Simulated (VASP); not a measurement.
# Ge (Cmcm) in VASP: a series of runs

Aim: see how the results for Ge move with the level of theory and the settings. Levels: r2SCAN50, PBE+D4, RPBE+D3(BJ), RPBE+D4, PBEsol. Tasks: single point, relaxation of cell and atoms.

Program: VASP 6.6.1. These are calculated values, not measurements. Logs are shortened: lines on timing, memory, paths and dates and some standing lists are left out, and cuts for length are marked.

### 1 The cell of the first run

The structure is orthorhombic, space group Cmcm (No. 63). The conventional cell has a = 2.976 Å, b = 5.189 Å, c = 4.728 Å, α = 90.00°, β = 90.00°, γ = 90.00°. Ge (site symmetry m2m) has 12 Ge at 2.92 to 2.99 Å within 3.9 Å.

This isn't the form of Ge at room conditions, which is diamond.

### 2 Single point, r2SCAN50

Input file POSCAR:

```
Ge
1.0
    1.4880529250     -2.5946896100      0.0000000000
    1.4880529250      2.5946896100      0.0000000000
    0.0000000000      0.0000000000      4.7275957900
Ge
2
Direct
    0.3334466300      0.6665533700      0.2500000000
    0.6665533700      0.3334466300      0.7500000000
```

Input file INCAR.step1:

```
  ALGO = Normal
  EDIFF = 1E-5
  ENCUT = 520
  GGA = PE
  ISIF = 2
  ISMEAR = -1
  LASPH = T
  LREAL = F
  LWAVE = T
  NBANDS = 21
  NELM = 60
  PREC = Accurate
  SIGMA = 0.05
```

Input file INCAR.step2:

```
  AEXX = 0.5
  ALGO = Normal
  EDIFF = 1E-6
  ENCUT = 520
  ISIF = 2
  ISMEAR = -1
  ISTART = 1
  LASPH = T
  LCHARG = T
  LELF = T
  LHFCALC = T
  LMIXTAU = T
  LREAL = F
  LVHAR = T
  LWAVE = F
  METAGGA = R2SCAN
  NBANDS = 21
  NELM = 60
  PREC = Accurate
  PRECFOCK = Normal
  SIGMA = 0.05
```

Input file KPOINTS:

```
k-points
0
Gamma
  5 5 3
```

Potentials or basis: VASP PAW PBE potentials, release 64 (Ge_d).

Run with:

```
$ cat potpaw_PBE.64/Ge_d/POTCAR > POTCAR
$ cp INCAR.step1 INCAR
$ mpirun -np 1 vasp_std > vasp.out
$ cp INCAR.step2 INCAR
$ mpirun -np 1 vasp_std > vasp.out
```

OUTCAR:

```text
AEXX = 0.5
   EDIFF = 1E-6
   ENCUT = 520
   ISIF = 2
   ISMEAR = -1
   ISTART = 1
   LASPH = T
   LHFCALC = T
   LREAL = F
   METAGGA = R2SCAN
   NELM = 60
   PREC = Accurate
   PRECFOCK = Normal

 ion  position               nearest neighbor table
   1  0.333  0.667  0.250-
   2  0.667  0.333  0.750-

  LATTYP: Found a base centered orthorhombic cell.
 ALAT       =     2.9761058500
 B/A-ratio  =     1.7436809984
 C/A-ratio  =     1.5885173540

  Lattice vectors:

 A1 = (   1.4880529250,  -2.5946896100,   0.0000000000)
 A2 = (   1.4880529250,   2.5946896100,   0.0000000000)
 A3 = (   0.0000000000,   0.0000000000,   4.7275957900)

Analysis of symmetry for initial positions (statically):
=====================================================================
 Subroutine PRICEL returns:
 Original cell was already a primitive cell.

 Routine SETGRP: Setting up the symmetry group for a
 base centered orthorhombic supercell.

 Subroutine GETGRP returns: Found  8 space group operations
 (whereof  4 operations were pure point group operations)
 out of a pool of  8 trial point group operations.

The static configuration has the point symmetry C_2h.
 The point group associated with its full space group is D_2h.

Analysis of symmetry for dynamics (positions and initial velocities):
=====================================================================
 Subroutine PRICEL returns:
 Original cell was already a primitive cell.

 Routine SETGRP: Setting up the symmetry group for a
 base centered orthorhombic supercell.

 Subroutine GETGRP returns: Found  8 space group operations
 (whereof  4 operations were pure point group operations)
 out of a pool of  8 trial point group operations.

The dynamic configuration has the point symmetry C_2h.
 The point group associated with its full space group is D_2h.

 Subroutine INISYM returns: Found  8 space group operations
 (whereof  4 operations are pure point group operations),
 and found     1 'primitive' translations

----------------------------------------------------------------------------------------

                                     Primitive cell

  volume of cell :      36.5068

  direct lattice vectors                    reciprocal lattice vectors
     1.488052925 -2.594689610  0.000000000     0.336009554 -0.192701277  0.000000000
     1.488052925  2.594689610  0.000000000     0.336009554  0.192701277  0.000000000
     0.000000000  0.000000000  4.727595790     0.000000000  0.000000000  0.211524006

  length of vectors
     2.991106096  2.991106096  4.727595790     0.387345069  0.387345069  0.211524006

  position of ions in fractional coordinates (direct lattice)
     0.333446630  0.666553370  0.250000000
     0.666553370  0.333446630  0.750000000

  ion indices of the primitive-cell ions
   primitive index   ion index
                 1           1
                 2           2

----------------------------------------------------------------------------------------

 KPOINTS: k-points

Automatic generation of k-mesh.
 Grid dimensions read from file:
 generate k-points for:    5    5    3

 Generating k-lattice:

  Cartesian coordinates                     Fractional coordinates (reciprocal lattice)
     0.067201911 -0.038540255  0.000000000     0.200000000 -0.000000000  0.000000000
     0.067201911  0.038540255  0.000000000    -0.000000000  0.200000000  0.000000000
     0.000000000  0.000000000  0.070508002     0.000000000  0.000000000  0.333333333

  Length of vectors
     0.077469014  0.077469014  0.070508002

  Shift w.r.t. Gamma in fractional coordinates (k-lattice)
     0.000000000  0.000000000  0.000000000

 Subroutine IBZKPT returns following result:
 ===========================================

 Found     18 irreducible k-points:

 Following reciprocal coordinates:
            Coordinates               Weight
  0.000000  0.000000  0.000000      1.000000
  0.200000  0.000000  0.000000      4.000000
  0.400000 -0.000000  0.000000      4.000000
  0.200000  0.200000  0.000000      2.000000
  0.400000  0.200000  0.000000      4.000000
 -0.400000  0.200000  0.000000      4.000000
[... 10 lines left out ...]
  0.400000  0.400000  0.333333      4.000000
 -0.400000  0.400000  0.333333      4.000000
   k-points           NKPTS =     18   k-points in BZ     NKDIM =     75   number of bands    NBANDS=     21
   number of dos      NEDOS =    301   number of ions     NIONS =      2
   total plane-waves  NPLWV =  20736
   dimension x,y,z NGX =    24 NGY =   24 NGZ =   36
   dimension x,y,z NGXF=    48 NGYF=   48 NGZF=   72
   ions per type =               2
   NGX,Y,Z   is equivalent  to a cutoff of  13.34, 13.34, 12.66 a.u.
   NGXF,Y,Z  is equivalent  to a cutoff of  26.68, 26.68, 25.32 a.u.
 SYSTEM =  unknown system
   PREC   = accura    normal or accurate (medium, high low for compatibility)
   ISTART =      1    job   : 0-new  1-cont  2-samecut
   ICHARG =      0    charge: 1-file 2-atom 10-const
   ISPIN  =      1    spin polarized calculation?
   LNONCOLLINEAR =      F non collinear calculations
   LSORBIT =      F    spin-orbit coupling
   LASPH  =      T    aspherical Exc in radial PAW
   ENCUT  =  520.0 eV  38.22 Ry    6.18 a.u.   5.56  5.56  8.79*2*pi/ulx,y,z
   NELM   =     60;   NELMIN=  2; NELMDL=  0     # of ELM steps
   EDIFF  = 0.1E-05   stopping-criterion for ELM
   LREAL  =      F    real-space projection
   EDIFFG = 0.1E-04   stopping-criterion for IOM
   NSW    =      0    number of steps for IOM
   IBRION =     -1    ionic relax: 0-MD 1-quasi-New 2-CG
   NFREE  =      0    steps in history (QN), initial steepest desc. (CG)
   ISIF   =      2    stress and relaxation
   ISYM   =      3    0-nonsym 1-usesym 2-fastsym
   POTIM  = 0.5000    time-step for ionic-motion
   TEBEG  =    0.0;   TEEND  =   0.0 temperature during run
   PSTRESS=    0.0 pullay stress
   NELECT =      28.0000    total number of electrons
   NUPDOWN=      -1.0000    fix difference up-down
   EMIN   =  10.00;   EMAX   =-10.00  energy-range for DOS
   EFERMI =   0.00;   METHOD = LEGACY
   ISMEAR =    -1;   SIGMA  =   0.05  broadening in eV -4-tet -1-fermi 0-gaus
   EFERMI_NEDOS =   21; number of points for ismear=-14 and -15
   IALGO  =     38    algorithm
   IMIX   =      1    mixing-type and parameters
     AMIX     =   0.40;   BMIX     =  1.00
     AMIX_MAG =   1.60;   BMIX_MAG =  1.00
  volume/ion in A,a.u.               =      18.25       123.18
  Fermi-wavevector in a.u.,A,eV,Ry     =   1.498544  2.831837 30.553703  2.245634
  Thomas-Fermi vector in A             =   2.610289
   LORBIT       =      0    0 simple, 1 ext, 2 COOP (PROOUT), +10 PAW based schemes
   METAGGA = R2SCAN    functional components
   LHFCALC =     T    Hartree Fock is set to
   PRECFOCK=normal    Normal, Fast or Accurate (Low or Medium for compatibility)
   ENCUT4O =  -1.0   cutoff for four orbital integrals eV
   NKREDX  =     1    reduce k-point grid by
   NKREDY  =     1    reduce k-point grid by
   NKREDZ  =     1    reduce k-point grid by
   AEXX    =    0.5000 exact exchange contribution
   HFSCREEN=    0.0000 screening length (either q_TF or 0.3 A-1)
   HFSCREENC=   0.0000 screening length for correlation (either q_TF or 0.3 A-1)
   ENCUTFOCK=  -1.0 apply spherical cutoff to Coloumb kernel
   IVDW    =     0    specifies the selected vdW correction
   LEPSILON=     F    determine dielectric tensor
   LRPA    =     F    only Hartree local field effects (RPA)
 non-spin polarized calculation
  energy-cutoff  :      520.00
  volume of cell :       36.51
 maximum number of plane-waves:      1004
 NGX is ok and might be reduce to    24
  NGX = 18; NGY = 18; NGZ = 28

 number of electron      28.0000013 magnetization

 Free energy of the ion-electron system (eV)
  ---------------------------------------------------
  ext. energy  EPLUGINS =         0.00000000
  ---------------------------------------------------
  free energy    TOTEN  =       -22.98943374 eV

  energy without entropy =      -22.98643423  energy(sigma->0) =      -22.98793398

 E-fermi :   6.5109     XC(G=0):  -7.0043

 val. band max:        6.4559565951   @ k =   0.2000   0.2000   0.3333
 cond. band min:       7.5681199515   @ k =  -0.4000   0.2000   0.3333
 fundamental gap:      1.1121633564
 Fermi energy:         6.5108888200

 k-point     1 :       0.0000    0.0000    0.0000
  band No.  band energies     occupation
      1     -25.7919      2.00000
      2     -25.7869      2.00000
      3     -25.7868      2.00000
      4     -25.7815      2.00000
      5     -25.7778      2.00000
      6     -25.7733      2.00000
[... 13 lines left out ...]
     20      22.5811      0.00000
     21      24.2267      0.00000

 k-point     2 :       0.2000    0.0000    0.0000
  band No.  band energies     occupation
      1     -25.8154      2.00000
      2     -25.7861      2.00000
      3     -25.7692      2.00000
      4     -25.7654      2.00000
      5     -25.7631      2.00000
      6     -25.7578      2.00000
[... 13 lines left out ...]
     20      22.8396      0.00000
     21      24.0957      0.00000

 k-point     3 :       0.4000   -0.0000    0.0000
  band No.  band energies     occupation
      1     -25.8457      2.00000
      2     -25.7979      2.00000
      3     -25.7926      2.00000
      4     -25.7848      2.00000
      5     -25.7337      2.00000
      6     -25.7256      2.00000
[... 13 lines left out ...]
     20      21.2949      0.00000
     21      22.6581      0.00000
[... 313 lines left out ...]
 k-point    17 :       0.4000    0.4000    0.3333
  band No.  band energies     occupation
      1     -25.8052      2.00000
      2     -25.8020      2.00000
      3     -25.7753      2.00000
      4     -25.7746      2.00000
      5     -25.7684      2.00000
      6     -25.7239      2.00000
[... 13 lines left out ...]
     20      22.3769      0.00000
     21      22.5905      0.00000

 k-point    18 :      -0.4000    0.4000    0.3333
  band No.  band energies     occupation
      1     -25.8294      2.00000
      2     -25.8077      2.00000
      3     -25.8017      2.00000
      4     -25.7744      2.00000
      5     -25.7546      2.00000
      6     -25.7152      2.00000
[... 13 lines left out ...]
     20      18.8213      0.00000
     21      20.1177      0.00000

------------------------ aborting loop because EDIFF is reached ----------------------------------------

  FORCE on cell =-STRESS in cart. coord.  units (eV):
  Direction    XX          YY          ZZ          XY          YZ          ZX
  --------------------------------------------------------------------------------------
  -------------------------------------------------------------------------------------
  Total       -1.0189480     -0.9448898      1.5805183      0.0000000     -0.0000000      0.0000000
  in kB      -44.7186299    -41.4684307     69.3642967      0.0000000     -0.0000000      0.0000000
  external PRESSURE =      -5.6075880 kB  Pullay stress =       0.0000000 kB

 VOLUME and BASIS-vectors are now :
 -----------------------------------------------------------------------------
  energy-cutoff  :      520.00
  volume of cell :       36.51
      direct lattice vectors                 reciprocal lattice vectors
     1.488052925 -2.594689610  0.000000000     0.336009554 -0.192701277  0.000000000
     1.488052925  2.594689610  0.000000000     0.336009554  0.192701277  0.000000000
     0.000000000  0.000000000  4.727595790     0.000000000  0.000000000  0.211524006

 POSITION                                       TOTAL-FORCE (eV/Angst)
 -----------------------------------------------------------------------------------
      1.48805      0.86431      1.18190         0.000000     -0.101313      0.000000
      1.48805     -0.86431      3.54570         0.000000      0.101313     -0.000000
 -----------------------------------------------------------------------------------
    total drift:                               -0.000000     -0.000000     -0.000000

  FREE ENERGIE OF THE ION-ELECTRON SYSTEM (eV)
  ---------------------------------------------------
  free  energy   TOTEN  =       -22.9894337400 eV

  energy  without entropy=      -22.9864342251  energy(sigma->0) =      -22.98793398
```

Wall time 76 min (1 thread of Intel Xeon 8259CL, shared host); peak memory 0.14 GiB.

What came out:

| Item | Value |
| --- | --- |
| Free energy | -22.9894 eV |
| Pressure | -0.6 GPa |
| Largest force | 0.101 eV/Å |
| Band gap on the k mesh | zero (bands 14 and 15 overlap by 11.47 eV) |

Forces on the atoms (eV/Å):
```
Ge   0.000 -0.101  0.000
Ge   0.000  0.101  0.000
```

Caveat: the k points lie up to 0.49 Å⁻¹ apart, too coarse for converged energies and pressures of a metal; the PAW data sets were made with another functional, which shifts forces and pressure a little.

### 3 Relaxation of cell and atoms, PBE+D4

Input file INCAR:

```
SYSTEM = Ge
PREC = Accurate
ENCUT = 600
EDIFF = 1E-6
ISMEAR = -1
SIGMA = 0.05
LREAL = .False.
LASPH = .True.
NELM = 100
ALGO = Normal
ISIF = 3
LWAVE = .False.
LCHARG = .False.
GGA = PE
IVDW = 13
IBRION = 2
NSW = 60
EDIFFG = -0.01
```

Input file KPOINTS:

```
regular mesh
0
Gamma
  10 10 6
  0 0 0
```

POSCAR is that of step 2.

Potentials or basis: VASP PAW PBE potentials, release 64 (Ge_d).

Run with:

```
$ cat potpaw_PBE.64/Ge_d/POTCAR > POTCAR
$ mpirun -np 1 vasp_std > vasp.out
```

OUTCAR:

```text
SYSTEM = Ge
   PREC = Accurate
   ENCUT = 600
   EDIFF = 1E-6
   ISMEAR = -1
   LREAL = .False.
   LASPH = .True.
   NELM = 100
   ISIF = 3
   GGA = PE
   IVDW = 13
   IBRION = 2
   NSW = 60
   EDIFFG = -0.01

 ion  position               nearest neighbor table
   1  0.333  0.667  0.250-
   2  0.667  0.333  0.750-

  LATTYP: Found a base centered orthorhombic cell.
 ALAT       =     2.9761058500
 B/A-ratio  =     1.7436809984
 C/A-ratio  =     1.5885173540

  Lattice vectors:

 A1 = (   1.4880529250,  -2.5946896100,   0.0000000000)
 A2 = (   1.4880529250,   2.5946896100,   0.0000000000)
 A3 = (   0.0000000000,   0.0000000000,   4.7275957900)

Analysis of symmetry for initial positions (statically):
=====================================================================
 Subroutine PRICEL returns:
 Original cell was already a primitive cell.

 Routine SETGRP: Setting up the symmetry group for a
 base centered orthorhombic supercell.

 Subroutine GETGRP returns: Found  8 space group operations
 (whereof  4 operations were pure point group operations)
 out of a pool of  8 trial point group operations.

The static configuration has the point symmetry C_2h.
 The point group associated with its full space group is D_2h.

Analysis of symmetry for dynamics (positions and initial velocities):
[... 158 lines left out ...]
  free energy    TOTEN  =        -8.36574192 eV

  energy without entropy =       -8.35726682  energy(sigma->0) =       -8.36150437

------------------------ aborting loop because EDIFF is reached ----------------------------------------

  DFT-D4 for vdW energy calculation

  Edisp (eV):   -0.78575
[... 105 lines left out ...]
  FREE ENERGIE OF THE ION-ELECTRON SYSTEM (eV)
  ---------------------------------------------------
  free  energy   TOTEN  =        -9.1568303729 eV

  energy  without entropy=       -9.1489003781  energy(sigma->0) =       -9.15286538

[... ionic steps 4 to 17 ...]

--------------------------------------- Ionic step       18  -------------------------------------------

 number of electron      27.9999998 magnetization

------------------------ aborting loop because EDIFF is reached ----------------------------------------
[... 75 lines left out ...]
--------------------------------------- Ionic step       20  -------------------------------------------

 number of electron      27.9999998 magnetization

 Free energy of the ion-electron system (eV)
  ---------------------------------------------------
  ext. energy  EPLUGINS =         0.00000000
  ---------------------------------------------------
  free energy    TOTEN  =        -8.38198601 eV

  energy without entropy =       -8.37497022  energy(sigma->0) =       -8.37847811

 E-fermi :   6.9827     XC(G=0): -11.4053

 val. band max:        6.9184027745   @ k =   0.5000   0.2000   0.5000
 cond. band min:       7.0111816335   @ k =   0.3000   0.2000   0.5000
 fundamental gap:      0.0927788591
 Fermi energy:         6.9826583277

 k-point     1 :       0.0000    0.0000    0.0000
  band No.  band energies     occupation
      1     -17.7322      2.00000
      2     -17.7264      2.00000
      3     -17.7261      2.00000
      4     -17.7180      2.00000
      5     -17.7167      2.00000
      6     -17.7093      2.00000
[... 481 lines left out ...]
      5     -17.6908      2.00000
      6     -17.6760      2.00000
[... 10 lines left out ...]
     17       8.2923      0.00000
     18       8.8108      0.00000

 [... further k-points ...]

------------------------ aborting loop because EDIFF is reached ----------------------------------------

  DFT-D4 for vdW energy calculation

  Edisp (eV):   -0.77664
[... 25 lines left out ...]
  FREE ENERGIE OF THE ION-ELECTRON SYSTEM (eV)
  ---------------------------------------------------
  free  energy   TOTEN  =        -9.1586263973 eV

  energy  without entropy=       -9.1516106074  energy(sigma->0) =       -9.15511850

 reached required accuracy - stopping structural energy minimisation
```

CONTCAR:

```text
Ge
   1.00000000000000
     1.4737114450884137   -2.5977677542181401   -0.0000000000000000
     1.4737114450884137    2.5977677542181401    0.0000000000000000
     0.0000000000000000    0.0000000000000000    4.8269448032343840
  Ge
     2
Direct
     0.3336993509810108    0.6663006490189892    0.2500000000000000
     0.6663006490189892    0.3336993509810108    0.7500000000000000

  0.00000000E+00  0.00000000E+00  0.00000000E+00
  0.00000000E+00  0.00000000E+00  0.00000000E+00
```

It took 14 min on 1 thread of Intel Xeon 8259CL, shared host; peak memory 0.22 GiB.

Results:

```yaml
Free_energy: -9.1586 eV
Relaxed_volume: 18.48 Å³/atom
Relaxed_cell: a = 2.987 Å, b = 2.987 Å, c = 4.827 Å, α = 90.00°, β = 90.00°, γ = 120.87°
Space_group_after_relaxing_to_0.1_Å: P6_3/mmc (No. 194)
Energy_gained_by_relaxing: 3.6 meV/atom
Ionic_steps: 20
Pressure_after_relaxing: -0.1 GPa
Largest_force_after_relaxing: 0.007 eV/Å
Band_gap_on_the_k_mesh: zero (bands 14 and 15 overlap by 9.06 eV)
Dispersion_energy_per_atom: -0.388 eV
```

Forces in eV/Å, atoms in the order of the input:
```
Ge   0.000 -0.007  0.000
Ge   0.000  0.007  0.000
```

Step by step:
```csv
step,energy change (eV),largest force (eV/Å),pressure (GPa),volume (Å³)
1,0.0000,0.0008,1.14,36.51
2,-0.0055,0.0018,-0.21,37.20
3,-0.0053,0.0025,-0.77,37.42
4,-0.0056,0.0022,-0.22,37.30
5,-0.0055,0.0023,-0.89,37.36
6,-0.0055,0.0023,-0.49,37.32
7,-0.0068,0.0043,-0.30,37.14
8,-0.0068,0.0044,-0.15,37.10
9,-0.0070,0.0046,0.19,37.00
10,-0.0070,0.0057,-0.07,37.01
11,-0.0070,0.0049,-0.07,37.01
12,-0.0070,0.0045,-0.12,37.00
13,-0.0070,0.0052,0.34,36.93
14,-0.0070,0.0061,-0.04,36.95
15,-0.0070,0.0053,0.04,36.94
16,-0.0070,0.0054,0.12,36.94
17,-0.0071,0.0060,0.17,36.95
18,-0.0071,0.0069,0.06,36.98
19,-0.0071,0.0069,-0.18,36.96
20,-0.0071,0.0067,-0.06,36.96
```

Final structure:
```
Ge
1.0
     1.47371   -2.59777    0.00000
     1.47371    2.59777    0.00000
     0.00000    0.00000    4.82694
Ge
2
Direct
  0.33370 0.66630 0.25000
  0.66630 0.33370 0.75000
```

(Continued in part 2 of 3.)

The gap in the log of VASP goes by the Fermi energy; the results here count the filled bands.